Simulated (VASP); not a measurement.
**Mg5Zn11Si16P32: single point with HSE06**

Crystal: Mg5Zn11Si16P32.

```
Zn Mg Si P
1.0
    10.89134   -0.00006   -0.00001
    -0.00006   10.88876   -0.00001
    -0.00001   -0.00001   10.43807
Zn Mg Si P
11 5 16 32
Direct
  0.99906 0.00088 0.00219
  0.00013 0.49901 0.00177
  0.49928 0.50138 0.00306
  0.00126 0.25079 0.25019
  0.00009 0.74827 0.24960
  0.49903 0.24877 0.24951
  0.50168 0.75045 0.25048
  0.25140 0.49901 0.75148
  0.75297 0.00001 0.75145
  0.25123 0.25032 0.49946
  0.75082 0.75108 0.49936
  0.49969 0.99839 0.99907
  0.24718 0.99812 0.75075
  0.74820 0.49894 0.75081
  0.24893 0.74933 0.49892
  0.74722 0.24814 0.49883
  0.99814 0.00060 0.49852
  0.00301 0.50021 0.49952
  0.50311 0.00007 0.50009
  0.49806 0.50022 0.49482
  0.24805 0.00203 0.24957
  0.25045 0.49756 0.24823
  0.75288 0.99813 0.24932
  0.75043 0.50294 0.24844
  0.24736 0.25543 0.00122
  0.24790 0.74486 0.00216
  0.75253 0.25032 0.00235
  0.75372 0.74956 0.00071
  0.00274 0.25107 0.74993
  0.99796 0.74938 0.75285
  0.49721 0.25264 0.75186
  0.50391 0.74744 0.74872
  0.13312 0.12697 0.12380
  0.13190 0.62072 0.12629
  0.64050 0.12822 0.13063
  0.63419 0.62722 0.12397
  0.11218 0.12851 0.61886
  0.11199 0.62097 0.63179
  0.61089 0.12096 0.63386
  0.61207 0.62655 0.61614
  0.36678 0.37439 0.12514
  0.35901 0.86865 0.13037
  0.86792 0.37612 0.12591
  0.86791 0.87377 0.12515
  0.37543 0.11569 0.37527
  0.37733 0.61223 0.36719
  0.87854 0.11189 0.36926
  0.87554 0.61667 0.37578
  0.12664 0.38284 0.37465
  0.11955 0.88911 0.37014
  0.62066 0.38854 0.36753
  0.62669 0.88364 0.37399
  0.12371 0.36936 0.87557
  0.11958 0.85984 0.88260
  0.61993 0.36138 0.88281
  0.63278 0.85937 0.86991
  0.38333 0.37623 0.62307
  0.39460 0.87457 0.62599
  0.89316 0.37465 0.62380
  0.88319 0.87486 0.62514
  0.37047 0.14541 0.87631
  0.37600 0.63267 0.87485
  0.87643 0.13421 0.87499
  0.87953 0.63519 0.88152
```

```yaml
Program: VASP 6.6.1
Task: single point
Functional: HSE06
Potentials_or_basis: VASP PAW PBE potentials, release 64 (Zn, Mg, Si, P)
Cutoff: 520 eV
k_mesh: 1 × 1 × 1
Occupations: fermi-dirac, width 0.05 eV
Spin: no spin polarisation
Dipole_correction: no
Grid_for_exact_exchange_PRECFOCK: Fast
Further_INCAR_settings: LREAL = Auto; ALGO = Normal; EDIFF = 1e-06; NBANDS = 221
Share_of_exact_exchange: 0.25
Screening_parameter: 0.2079 1/Å
```

```yaml
Pressure: 1.3 GPa
Largest_force: 0.523 eV/Å
Band_gap_on_the_k_mesh: 1.99 eV
```

Forces on the atoms (eV/Å):
```
Zn   0.005  0.005 -0.011
Zn   0.002 -0.031 -0.033
Zn  -0.002 -0.012 -0.024
Zn  -0.019  0.002 -0.004
Zn  -0.006  0.007 -0.026
Zn  -0.009 -0.003 -0.042
Zn  -0.005  0.000 -0.026
Zn  -0.007  0.001 -0.036
Zn  -0.016  0.005 -0.032
Zn  -0.001 -0.010 -0.022
Zn   0.015 -0.019 -0.021
Mg   0.032  0.038  0.014
Mg   0.037  0.048  0.020
Mg   0.042  0.034  0.007
Mg   0.041  0.029  0.020
Mg   0.049  0.049  0.013
Si  -0.043 -0.026  0.003
Si  -0.090 -0.053 -0.012
Si  -0.085 -0.031 -0.011
Si  -0.058 -0.027  0.014
Si  -0.047 -0.069 -0.006
Si  -0.035 -0.038  0.021
Si  -0.023 -0.046  0.004
Si  -0.031 -0.094 -0.023
Si  -0.036 -0.069 -0.009
Si  -0.071 -0.024 -0.002
Si  -0.042 -0.058 -0.022
Si  -0.083 -0.063  0.018
Si  -0.073 -0.078  0.008
Si  -0.029 -0.077 -0.012
Si  -0.036 -0.068 -0.017
Si  -0.051 -0.065 -0.001
P    0.494  0.046  0.001
P    0.505  0.017  0.025
P    0.319 -0.124 -0.122
P    0.521  0.022  0.006
P   -0.307 -0.104  0.122
P   -0.296  0.170 -0.096
P   -0.300  0.165 -0.103
P   -0.327 -0.065  0.125
P   -0.468  0.048  0.032
P   -0.317  0.152 -0.090
P   -0.465  0.069  0.031
P   -0.453  0.059  0.011
P    0.058 -0.457  0.026
P   -0.073 -0.320  0.118
P   -0.100 -0.324  0.122
P    0.057 -0.451  0.043
P    0.029  0.507  0.012
P    0.140  0.337  0.100
P    0.109  0.345  0.125
P    0.027  0.512  0.010
P    0.057 -0.449  0.017
P    0.156 -0.297 -0.122
P    0.163 -0.298 -0.094
P   -0.078 -0.336  0.127
P    0.502  0.016  0.018
P    0.155 -0.028 -0.025
P    0.161 -0.026 -0.025
P    0.496  0.044  0.015
P   -0.013  0.149 -0.033
P    0.032  0.501  0.010
P    0.035  0.522 -0.001
P   -0.144  0.339 -0.135
```

Stress tensor (GPa, compression positive):
```
1.51 0.02 0.03
0.02 1.51 0.01
0.03 0.01 1.00
```

Levels at points of the mesh, in eV from the valence-band top:
```
           k point  band 180  band 181  band 182  band 183  band 184  band 185  band 186  band 187
(0.00, 0.00, 0.00)     -0.45     -0.16     -0.15      0.00      1.99      2.33      2.33      2.55
```

Wall time 5.7 min on 1 × NVIDIA H100 80GB with 1 thread of Intel(R) Xeon(R) Platinum 8481C CPU @ 2.70GHz (Sapphire Rapids), on a shared host, peak memory 1.7 GiB.

Caveat: the k points lie up to 0.60 Å⁻¹ apart; the PAW data sets were made with another functional, which shifts forces and pressure a little. A k mesh can miss the band edges.
